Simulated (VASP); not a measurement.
# CoSi2 in VASP: a series of runs

CoSi2 is run at these levels: PBEsol; tasks: single point.

Everything below comes from runs of VASP 6.6.1. Logs are shortened: lines on timing, memory, paths and dates and some standing lists are left out, and cuts for length are marked.

### Step 1. The cell of the first run

The cell holds a slab with vacuum, 9 atoms: a = 3.757 Å, b = 3.757 Å, c = 23.641 Å, α = 90.00°, β = 90.00°, γ = 90.00°.

### Step 2. Single point, PBEsol

INCAR reads:

```
  PREC = Accurate
  ENCUT = 520
  EDIFF = 1E-6
  ISMEAR = 0
  SIGMA = 0.1
  LREAL = False
  LASPH = True
  NELM = 80
  ALGO = Normal
  ISIF = 2
  LWAVE = False
  LCHARG = False
  LDIPOL = True
  IDIPOL = 3
  DIPOL = 0.5 0.5 0.490
  GGA = PS
  NBANDS = 36
```

KPOINTS reads:

```
regular mesh
0
Gamma
  8 8 1
```

POSCAR reads:

```
CoSi2
1.0
    3.7565103888      0.0000000000      0.0000000000
    0.0000000000      3.7565103888      0.0000000000
    0.0000000000      0.0000000000     23.6406349239
Si Co
6 3
Direct
    0.5000000000      0.0000000000      0.3595504109
    0.0000000000      0.5000000000      0.3595504109
    0.0000000000      0.5000000000      0.4719100822
    0.5000000000      0.0000000000      0.4719100822
    0.5000000000      0.0000000000      0.5853189153
    0.0000000000      0.5000000000      0.5853189153
    0.5000000000      0.5000000000      0.4157302465
    0.0000000000      0.0000000000      0.5271919689
    0.5000000000      0.5000000000      0.6371218480
```

Potentials or basis: VASP PAW PBE potentials, release 64 (Si, Co).

Run with:

```bash
> cat potpaw_PBE.64/Si/POTCAR potpaw_PBE.64/Co/POTCAR > POTCAR
> mpirun -np 1 vasp_std > vasp.out
```

OUTCAR:

```text
PREC = Accurate
   ENCUT = 520
   EDIFF = 1E-6
   ISMEAR = 0
   LREAL = False
   LASPH = True
   NELM = 80
   ISIF = 2
   GGA = PS

 ion  position               nearest neighbor table
   1  0.500  0.000  0.360-   7 2.30   7 2.30   4 2.66   2 2.66   2 2.66   2 2.66   2 2.66
   2  0.000  0.500  0.360-   7 2.30   7 2.30   3 2.66   1 2.66   1 2.66   1 2.66   1 2.66
   3  0.000  0.500  0.472-   8 2.29   8 2.29   7 2.30   7 2.30   2 2.66   4 2.66   4 2.66   4 2.66
                             4 2.66   6 2.68
   4  0.500  0.000  0.472-   8 2.29   8 2.29   7 2.30   7 2.30   1 2.66   3 2.66   3 2.66   3 2.66
                             3 2.66   5 2.68
   5  0.500  0.000  0.585-   9 2.24   9 2.24   8 2.33   8 2.33   6 2.66   6 2.66   6 2.66   6 2.66
                             4 2.68
   6  0.000  0.500  0.585-   9 2.24   9 2.24   8 2.33   8 2.33   5 2.66   5 2.66   5 2.66   5 2.66
                             3 2.68
   7  0.500  0.500  0.416-   1 2.30   2 2.30   1 2.30   2 2.30   3 2.30   4 2.30   4 2.30   3 2.30

   8  0.000  0.000  0.527-   3 2.29   4 2.29   3 2.29   4 2.29   5 2.33   6 2.33   6 2.33   5 2.33

   9  0.500  0.500  0.637-   5 2.24   6 2.24   5 2.24   6 2.24

  LATTYP: Found a simple tetragonal cell.
 ALAT       =     3.7565103888
 C/A-ratio  =     6.2932435897

  Lattice vectors:

 A1 = (   3.7565103888,   0.0000000000,   0.0000000000)
 A2 = (   0.0000000000,   3.7565103888,   0.0000000000)
 A3 = (   0.0000000000,   0.0000000000,  23.6406349239)

Analysis of symmetry for initial positions (statically):
=====================================================================
 Subroutine PRICEL returns:
 Original cell was already a primitive cell.

 Routine SETGRP: Setting up the symmetry group for a
 simple tetragonal supercell.

 Subroutine GETGRP returns: Found  8 space group operations
 (whereof  8 operations were pure point group operations)
 out of a pool of 16 trial point group operations.

The static configuration has the point symmetry C_4v.

Analysis of symmetry for dynamics (positions and initial velocities):
=====================================================================
 Subroutine PRICEL returns:
 Original cell was already a primitive cell.

 Routine SETGRP: Setting up the symmetry group for a
 simple tetragonal supercell.

 Subroutine GETGRP returns: Found  8 space group operations
 (whereof  8 operations were pure point group operations)
 out of a pool of 16 trial point group operations.

The dynamic configuration has the point symmetry C_4v.

 Subroutine INISYM returns: Found  8 space group operations
 (whereof  8 operations are pure point group operations),
 and found     1 'primitive' translations

----------------------------------------------------------------------------------------

[... 118 lines left out ...]
  Fermi-wavevector in a.u.,A,eV,Ry     =   0.875364  1.654198 10.425634  0.766262
  Thomas-Fermi vector in A             =   1.995025
   LORBIT       =      0    0 simple, 1 ext, 2 COOP (PROOUT), +10 PAW based schemes
   GGA     = PS    functional components
   LHFCALC =     F    Hartree Fock is set to
   AEXX    =    0.0000 exact exchange contribution
   IVDW    =     0    specifies the selected vdW correction
   LEPSILON=     F    determine dielectric tensor
   LRPA    =     F    only Hartree local field effects (RPA)
 non-spin polarized calculation
 Gauss-broadening in eV      SIGMA  =   0.10
  energy-cutoff  :      520.00
  volume of cell :      333.60
 maximum number of plane-waves:      9028
 NGX is ok and might be reduce to    28
   NGX = 13   NGY = 13   NGZ = 87

 dipolmoment           0.000000      0.000000      0.111966 electrons x Angstroem

 number of electron      50.9999992 magnetization

 dipolmoment           0.000000      0.000000     -0.056934 electrons x Angstroem

 Free energy of the ion-electron system (eV)
  ---------------------------------------------------
  ext. energy  EPLUGINS =         0.00000000
  ---------------------------------------------------
  free energy    TOTEN  =       -58.31934578 eV

  energy without entropy =      -58.28378007  energy(sigma->0) =      -58.30156293

 E-fermi :   0.5820     XC(G=0):  -4.9220

 val. band max:        0.5526685334   @ k =   0.5000   0.3750   0.0000
 cond. band min:       0.5977835182   @ k =   0.2500   0.2500   0.0000
 fundamental gap:      0.0451149848
 Fermi energy:         0.5819762699

 k-point     1 :       0.0000    0.0000    0.0000
  band No.  band energies     occupation
      1     -12.2672      2.00000
      2     -10.9289      2.00000
      3      -9.2185      2.00000
      4      -5.5576      2.00000
      5      -5.4101      2.00000
      6      -4.5277      2.00000
[... 574 lines left out ...]
     35       5.8813      0.00000
     36       6.3045      0.00000

------------------------ aborting loop because EDIFF is reached ----------------------------------------

 vacuum level on the upper side and lower side of the slab       (xc-potential included)        -0.649         0.030

  FORCE on cell =-STRESS in cart. coord.  units (eV):
  Direction    XX          YY          ZZ          XY          YZ          ZX
  --------------------------------------------------------------------------------------
  -------------------------------------------------------------------------------------
  Total       -3.2779216     -3.2779216     -0.3406601      0.0000000      0.0000000     -0.0000000
  in kB      -15.7427582    -15.7427582     -1.6360763      0.0000000      0.0000000     -0.0000000
  external PRESSURE =     -11.0405309 kB  Pullay stress =       0.0000000 kB

 VOLUME and BASIS-vectors are now :
 -----------------------------------------------------------------------------
  energy-cutoff  :      520.00
  volume of cell :      333.60
      direct lattice vectors                 reciprocal lattice vectors
     3.756510389  0.000000000  0.000000000     0.266204508  0.000000000  0.000000000
     0.000000000  3.756510389  0.000000000     0.000000000  0.266204508  0.000000000
     0.000000000  0.000000000 23.640634924     0.000000000  0.000000000  0.042300048

 POSITION                                       TOTAL-FORCE (eV/Angst)
 -----------------------------------------------------------------------------------
      1.87826      0.00000      8.50000         0.000000     -0.000000      0.073647
      0.00000      1.87826      8.50000         0.000000     -0.000000      0.073647
      0.00000      1.87826     11.15625         0.000000     -0.000000     -0.078902
      1.87826      0.00000     11.15625         0.000000     -0.000000     -0.078902
      1.87826      0.00000     13.83731         0.000000     -0.000000     -0.022047
      0.00000      1.87826     13.83731         0.000000     -0.000000     -0.022047
      1.87826      1.87826      9.82813         0.000000     -0.000000      0.005222
      0.00000      0.00000     12.46315         0.000000      0.000000      0.004202
      1.87826      1.87826     15.06197         0.000000     -0.000000      0.045180
 -----------------------------------------------------------------------------------
    total drift:                                0.000000      0.000000      0.001024

  FREE ENERGIE OF THE ION-ELECTRON SYSTEM (eV)
  ---------------------------------------------------
  free  energy   TOTEN  =       -58.3193457786 eV

  energy  without entropy=      -58.2837800724  energy(sigma->0) =      -58.30156293

 vacuum level on the upper side and lower side of the slab         4.426         5.139
```

It took 3.2 min on 1 thread of Intel Xeon 6975P-C (Granite Rapids), shared host; peak memory 0.46 GiB.

What came out:

| Item | Value |
| --- | --- |
| Free energy | -58.3193 eV |
| Largest force | 0.079 eV/Å |

Forces in eV/Å, atoms in the order of the input:
```
Si   0.000  0.000  0.074
Si   0.000  0.000  0.074
Si   0.000  0.000 -0.079
Si   0.000  0.000 -0.079
Si   0.000  0.000 -0.022
Si   0.000  0.000 -0.022
Co   0.000  0.000  0.005
Co   0.000  0.000  0.004
Co   0.000  0.000  0.045
```

Caveat: the PAW data sets were made with another functional, which shifts forces and pressure a little. Spin polarisation is off, so any magnetic state and its effect on volume and gap are missing.

### Step 3. Single point, PBEsol

INCAR reads:

```
SYSTEM = CoSi2
ALGO = Normal ; DIPOL = 0.5 0.5 0.490
EDIFF = 1E-7 ; ENCUT = 520
GGA = PS ; IDIPOL = 3
ISIF = 2 ; ISMEAR = 0
LASPH = .TRUE. ; LCHARG = .FALSE.
LDIPOL = .TRUE. ; LREAL = .FALSE.
LWAVE = .FALSE. ; NBANDS = 36
NELM = 60 ; PREC = Accurate
SIGMA = 0.1
```

KPOINTS reads:

```
k-points
0
G
  8 8 1
  0 0 0
```

POSCAR reads:

```
CoSi2
1.0
    3.7565103888      0.0000000000      0.0000000000
    0.0000000000      3.7565103888      0.0000000000
    0.0000000000      0.0000000000     23.6406349239
Si Co
6 3
Direct
    0.5000000000      0.0000000000      0.3595504109
    0.0000000000      0.5000000000      0.3595504109
    0.0000000000      0.5000000000      0.4719100822
    0.5000000000      0.0000000000      0.4719100822
    0.5000000000      0.0000000000      0.5853188702
    0.0000000000      0.5000000000      0.5853188702
    0.5000000000      0.5000000000      0.4157302465
    0.0000000000      0.0000000000      0.5271919690
    0.5000000000      0.5000000000      0.6371217911
```

Potentials or basis: VASP PAW PBE potentials, release 64 (Si, Co).

Run with:

```bash
> cat potpaw_PBE.64/Si/POTCAR potpaw_PBE.64/Co/POTCAR > POTCAR
> mpirun -np 1 vasp_std > vasp.out
```

Wall time 4 min (1 thread of Intel Xeon 6975P-C (Granite Rapids), shared host); peak memory 0.45 GiB.

Results (log left out):

```yaml
Free_energy: -58.3194 eV
Largest_force: 0.079 eV/Å
```

Forces on the atoms (eV/Å):
```
Si   0.000  0.000  0.074
Si   0.000  0.000  0.074
Si   0.000  0.000 -0.079
Si   0.000  0.000 -0.079
Si   0.000  0.000 -0.022
Si   0.000  0.000 -0.022
Co   0.000  0.000  0.005
Co   0.000  0.000  0.004
Co   0.000  0.000  0.045
```

Levels at points of the mesh, in eV from the Fermi level:
```csv
k point,band 22,band 23,band 24,band 25,band 26,band 27,band 28,band 29
"(0.00, 0.00, 0.00)",-0.86,0.06,0.06,0.11,0.67,1.51,1.92,2.13
"(0.50, 0.00, 0.00)",-0.95,-0.94,-0.33,0.03,0.24,0.89,1.72,1.87
"(0.50, 0.50, 0.00)",-1.17,-1.14,-0.91,-0.91,-0.82,-0.60,-0.48,-0.48
```

Caveat: the PAW data sets were made with another functional, which shifts forces and pressure a little. Spin polarisation is off, so any magnetic state and its effect on volume and gap are missing.
